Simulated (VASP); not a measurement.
Here is a VASP 6.6.1 calculation.

File INCAR:

```
SYSTEM = Ge
PREC = Accurate
ENCUT = 520
EDIFF = 1E-7
ISMEAR = 0
SIGMA = 0.1
LREAL = .False.
LASPH = .True.
NELM = 80
ALGO = Normal
ISIF = 2
LWAVE = .False.
LCHARG = .False.
GGA = PE
NBANDS = 13
```

The input KPOINTS:

```
Automatic mesh
0
Gamma
  20 20 20
  0 0 0
```

POSCAR

```
Ge
1.0
    2.7111275444      0.0000000000      0.0000000000
    0.0000000000      2.7111275444      0.0000000000
    0.0000000000      0.0000000000      2.7110991642
Ge
1
Direct
    0.0000000000      0.0000000000      0.0000000000
```

Potentials or basis: VASP PAW PBE potentials, release 64 (Ge_d).

Command:

```console
$ cat potpaw_PBE.64/Ge_d/POTCAR > POTCAR
$ mpirun -np 1 vasp_std > vasp.out
```

**Question.** What does it give for the band gap on the k mesh?

**Answer.** Zero (bands 7 and 8 overlap by 9.10 eV).

**Question.** Estimate the pressure.

**Answer.** -0.1 GPa.
